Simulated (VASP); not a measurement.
# SiO2 (Cmce) in VASP: notebook

Runs on SiO2. Level: r2SCAN. Tasks: single point.

Program: VASP 6.6.1. These are calculated values, not measurements. Logs are shortened: lines on timing, memory, paths and dates and some standing lists are left out, and cuts for length are marked.

## Step 1: The cell of the first run

It takes space group Cmce (No. 64, orthorhombic). The conventional cell has a = 9.235 Å, b = 10.654 Å, c = 9.221 Å, α = 90.00°, β = 90.00°, γ = 90.00°. Si (site symmetry 1) has 4 O at 1.64 Å within 2.2 Å. Within 2.2 Å of O (site symmetry 2) lie 2 Si at 1.64 Å. O (site symmetry 2) has 2 Si at 1.64 Å within 2.2 Å. O (site symmetry m) has 2 Si at 1.64 Å within 2.2 Å. Within 2.2 Å of O (site symmetry -1) lie 2 Si at 1.64 Å.

## Step 2: Single point, r2SCAN (18.90 Å³/atom)

Input file POSCAR:

```
SiO2
1.0
    4.6174869800     -5.3270101195      0.0000000000
    4.6174869800      5.3270101195      0.0000000000
    0.0000000000      0.0000000000      9.2214559471
Si O
8 16
Direct
    0.3080054505      0.0437608907      0.9119313059
    0.4562391093      0.1919945495      0.5880686941
    0.0437608907      0.3080054505      0.0880686941
    0.1919945495      0.4562391093      0.4119313059
    0.9562391093      0.6919945495      0.9119313059
    0.6919945495      0.9562391093      0.0880686941
    0.8080054505      0.5437608907      0.5880686941
    0.5437608907      0.8080054505      0.4119313059
    0.7969747772      0.7969747772      0.0000000000
    0.6257731732      0.8742268268      0.2500000000
    0.7030252228      0.7030252228      0.5000000000
    0.3467529825      0.6532470175      0.3978253909
    0.1257731732      0.3742268268      0.2500000000
    0.8742268268      0.6257731732      0.7500000000
    0.2030252228      0.2030252228      0.0000000000
    0.3742268268      0.1257731732      0.7500000000
    0.0000000000      0.5000000000      0.0000000000
    0.1532470175      0.8467529825      0.8978253909
    0.6532470175      0.3467529825      0.6021746091
    0.8467529825      0.1532470175      0.1021746091
    0.2969747772      0.2969747772      0.5000000000
    0.5000000000      0.0000000000      0.0000000000
    0.0000000000      0.5000000000      0.5000000000
    0.5000000000      0.0000000000      0.5000000000
```

Input file INCAR.step1:

```
  PREC = Accurate
  ENCUT = 520
  ISMEAR = 0
  SIGMA = 0.02
  LREAL = Auto
  LASPH = True
  NELM = 100
  NBANDS = 82
  GGA = PE
  ALGO = Normal
  EDIFF = 1E-4
  LWAVE = True
  LCHARG = False
```

Input file INCAR.step2:

```
  PREC = Accurate
  ENCUT = 520
  EDIFF = 1E-7
  ISMEAR = 0
  SIGMA = 0.02
  LREAL = Auto
  LASPH = True
  NELM = 100
  ALGO = Normal
  ISIF = 2
  LWAVE = False
  LCHARG = True
  METAGGA = R2SCAN
  LMIXTAU = True
  LELF = True
  LVHAR = True
  NBANDS = 82
  ISTART = 1
```

Input file KPOINTS:

```
regular mesh
0
Gamma
  4 4 4
```

Potentials or basis: VASP PAW PBE potentials, release 64 (Si, O).

Launch:

```
cat potpaw_PBE.64/Si/POTCAR potpaw_PBE.64/O/POTCAR > POTCAR
cp INCAR.step1 INCAR
mpirun -np 1 vasp_std > vasp.out
cp INCAR.step2 INCAR
mpirun -np 1 vasp_std > vasp.out
```

OUTCAR:

```text
PREC = Accurate
   ENCUT = 520
   EDIFF = 1E-7
   ISMEAR = 0
   LREAL = Auto
   LASPH = True
   NELM = 100
   ISIF = 2
   METAGGA = R2SCAN
   ISTART = 1

 ion  position               nearest neighbor table
   1  0.308  0.044  0.912-  15 1.64  22 1.64  16 1.64  18 1.64
   2  0.456  0.192  0.588-  21 1.64  24 1.64  16 1.64  19 1.64
   3  0.044  0.308  0.088-  15 1.64  17 1.64  13 1.64  20 1.64
   4  0.192  0.456  0.412-  21 1.64  23 1.64  13 1.64  12 1.64
   5  0.956  0.692  0.912-   9 1.64  17 1.64  14 1.64  18 1.64
   6  0.692  0.956  0.088-   9 1.64  22 1.64  10 1.64  20 1.64
   7  0.808  0.544  0.588-  11 1.64  23 1.64  14 1.64  19 1.64
   8  0.544  0.808  0.412-  11 1.64  24 1.64  10 1.64  12 1.64
   9  0.797  0.797  0.000-   5 1.64   6 1.64
  10  0.626  0.874  0.250-   6 1.64   8 1.64
  11  0.703  0.703  0.500-   7 1.64   8 1.64
  12  0.347  0.653  0.398-   4 1.64   8 1.64
  13  0.126  0.374  0.250-   3 1.64   4 1.64
  14  0.874  0.626  0.750-   5 1.64   7 1.64
[... 8 lines left out ...]
  23  0.000  0.500  0.500-   4 1.64   7 1.64
  24  0.500  0.000  0.500-   2 1.64   8 1.64

  LATTYP: Found a base centered orthorhombic cell.
 ALAT       =     9.2349739600
 B/A-ratio  =     1.1536600195
 C/A-ratio  =     0.9985362154

  Lattice vectors:

 A1 = (   4.6174869800,  -5.3270101195,   0.0000000000)
 A2 = (   4.6174869800,   5.3270101195,   0.0000000000)
 A3 = (   0.0000000000,   0.0000000000,   9.2214559471)

Analysis of symmetry for initial positions (statically):
=====================================================================
 Subroutine PRICEL returns:
 Original cell was already a primitive cell.

 Routine SETGRP: Setting up the symmetry group for a
 base centered orthorhombic supercell.

 Subroutine GETGRP returns: Found  8 space group operations
 (whereof  4 operations were pure point group operations)
 out of a pool of  8 trial point group operations.

The static configuration has the point symmetry C_2h.
 The point group associated with its full space group is D_2h.

Analysis of symmetry for dynamics (positions and initial velocities):
=====================================================================
 Subroutine PRICEL returns:
 Original cell was already a primitive cell.

 Routine SETGRP: Setting up the symmetry group for a
 base centered orthorhombic supercell.

 Subroutine GETGRP returns: Found  8 space group operations
 (whereof  4 operations were pure point group operations)
 out of a pool of  8 trial point group operations.

The dynamic configuration has the point symmetry C_2h.
 The point group associated with its full space group is D_2h.

 Subroutine INISYM returns: Found  8 space group operations
 (whereof  4 operations are pure point group operations),
 and found     1 'primitive' translations

----------------------------------------------------------------------------------------

                                     Primitive cell

  volume of cell :     453.6477

  direct lattice vectors                    reciprocal lattice vectors
     4.617486980 -5.327010119  0.000000000     0.108284009 -0.093861282  0.000000000
     4.617486980  5.327010119  0.000000000     0.108284009  0.093861282  0.000000000
     0.000000000  0.000000000  9.221455947     0.000000000  0.000000000  0.108442745

  length of vectors
     7.049696648  7.049696648  9.221455947     0.143301664  0.143301664  0.108442745

  position of ions in fractional coordinates (direct lattice)
     0.308005450  0.043760891  0.911931306
     0.456239109  0.191994550  0.588068694
     0.043760891  0.308005450  0.088068694
     0.191994550  0.456239109  0.411931306
     0.956239109  0.691994550  0.911931306
     0.691994550  0.956239109  0.088068694
[... 16 lines left out ...]
     0.000000000  0.500000000  0.500000000
     0.500000000  0.000000000  0.500000000

  ion indices of the primitive-cell ions
   primitive index   ion index
                 1           1
                 2           2
                 3           3
                 4           4
                 5           5
[... 47 lines left out ...]
  Thomas-Fermi vector in A             =   2.209564
   LORBIT       =      0    0 simple, 1 ext, 2 COOP (PROOUT), +10 PAW based schemes
   METAGGA = R2SCAN    functional components
   LHFCALC =     F    Hartree Fock is set to
   AEXX    =    0.0000 exact exchange contribution
   IVDW    =     0    specifies the selected vdW correction
   LEPSILON=     F    determine dielectric tensor
   LRPA    =     F    only Hartree local field effects (RPA)
 non-spin polarized calculation
 Gauss-broadening in eV      SIGMA  =   0.02
  energy-cutoff  :      520.00
  volume of cell :      453.65
 maximum number of plane-waves:     12260
 NGX is ok and might be reduce to    54
   NGX = 27   NGY = 27   NGZ = 35

 number of electron     127.9999977 magnetization

 Free energy of the ion-electron system (eV)
  ---------------------------------------------------
  ext. energy  EPLUGINS =         0.00000000
  ---------------------------------------------------
  free energy    TOTEN  =      -236.96899200 eV

  energy without entropy =     -236.96899200  energy(sigma->0) =     -236.96899200

 E-fermi :  -1.8160     XC(G=0):  -7.3038

 val. band max:       -1.9725290798   @ k =   0.0000   0.0000   0.0000
 cond. band min:       3.8476954970   @ k =   0.0000   0.0000   0.0000
 fundamental gap:      5.8202245768
 Fermi energy:        -1.8159632018

 k-point     1 :       0.0000    0.0000    0.0000
  band No.  band energies     occupation
      1     -22.0195      2.00000
      2     -21.6619      2.00000
      3     -21.2333      2.00000
      4     -21.2076      2.00000
      5     -21.2052      2.00000
      6     -20.7563      2.00000
[... 68 lines left out ...]
     75       8.0435      0.00000
     76       8.0747      0.00000

 k-point     2 :       0.2500   -0.0000    0.0000
  band No.  band energies     occupation
      1     -21.9574      2.00000
      2     -21.6515      2.00000
      3     -21.4084      2.00000
      4     -21.2485      2.00000
      5     -21.1045      2.00000
      6     -20.9428      2.00000
[... 1493 lines left out ...]
 k-point    21 :       0.5000    0.5000    0.5000
  band No.  band energies     occupation
      1     -21.6452      2.00000
      2     -21.6452      2.00000
      3     -21.4710      2.00000
      4     -21.4710      2.00000
      5     -21.2522      2.00000
      6     -21.2522      2.00000
[... 68 lines left out ...]
     75       7.6250      0.00000
     76       7.6250      0.00000
 [bands above 76 left out]

------------------------ aborting loop because EDIFF is reached ----------------------------------------

  FORCE on cell =-STRESS in cart. coord.  units (eV):
  Direction    XX          YY          ZZ          XY          YZ          ZX
  --------------------------------------------------------------------------------------
  -------------------------------------------------------------------------------------
  Total      -27.7433262    -27.8073153    -27.8571575      0.0000000      0.0000000      0.0000000
  in kB      -97.9829291    -98.2089236    -98.3849545      0.0000000      0.0000000      0.0000000
  external PRESSURE =     -98.1922691 kB  Pullay stress =       0.0000000 kB

 VOLUME and BASIS-vectors are now :
 -----------------------------------------------------------------------------
  energy-cutoff  :      520.00
  volume of cell :      453.65
      direct lattice vectors                 reciprocal lattice vectors
     4.617486980 -5.327010119  0.000000000     0.108284009 -0.093861282  0.000000000
     4.617486980  5.327010119  0.000000000     0.108284009  0.093861282  0.000000000
     0.000000000  0.000000000  9.221455947     0.000000000  0.000000000  0.108442745

 POSITION                                       TOTAL-FORCE (eV/Angst)
 -----------------------------------------------------------------------------------
      1.62428     -1.40763      8.40933         0.019262     -0.008873     -0.006233
      2.99321     -1.40763      5.42285        -0.019262     -0.008873      0.006233
      1.62428      1.40763      0.81212         0.019262      0.008873      0.006233
      2.99321      1.40763      3.79861        -0.019262      0.008873     -0.006233
      7.61070     -1.40763      8.40933        -0.019262     -0.008873     -0.006233
      7.61070      1.40763      0.81212        -0.019262      0.008873      0.006233
[... 16 lines left out ...]
      2.30874      2.66351      4.61073         0.000000      0.000000     -0.000000
      2.30874     -2.66351      4.61073         0.000000      0.000000     -0.000000
 -----------------------------------------------------------------------------------
    total drift:                                0.000000     -0.000000     -0.000000

  FREE ENERGIE OF THE ION-ELECTRON SYSTEM (eV)
  ---------------------------------------------------
  free  energy   TOTEN  =      -236.9689920033 eV

  energy  without entropy=     -236.9689920033  energy(sigma->0) =     -236.96899200
```

Run time: 81 min. Hardware: 1 thread of Oxide Virtual Turin-like, shared host; peak memory 0.79 GiB.

Results:

* Free energy: -236.9690 eV
* Pressure: -9.8 GPa
* Largest force: 0.022 eV/Å
* Band gap on the k mesh: 5.82 eV

Forces in eV/Å, atoms in the order of the input:
```
Si   0.019 -0.009 -0.006
Si  -0.019 -0.009  0.006
Si   0.019  0.009  0.006
Si  -0.019  0.009 -0.006
Si  -0.019 -0.009 -0.006
Si  -0.019  0.009  0.006
Si   0.019 -0.009  0.006
Si   0.019  0.009 -0.006
O    0.007  0.000  0.000
O    0.000 -0.004  0.000
O   -0.007  0.000  0.000
O    0.000 -0.008  0.004
O    0.000 -0.004  0.000
O    0.000  0.004  0.000
O   -0.007  0.000  0.000
O    0.000  0.004  0.000
O    0.000  0.000  0.000
O    0.000  0.008  0.004
O    0.000  0.008 -0.004
O    0.000 -0.008 -0.004
O    0.007  0.000  0.000
O    0.000  0.000  0.000
O    0.000  0.000  0.000
O    0.000  0.000  0.000
```

Caveat: the cell stands under tension; the PAW data sets were made with another functional, which shifts forces and pressure a little. A k mesh can miss the band edges.

(Continued in part 2 of 2.)
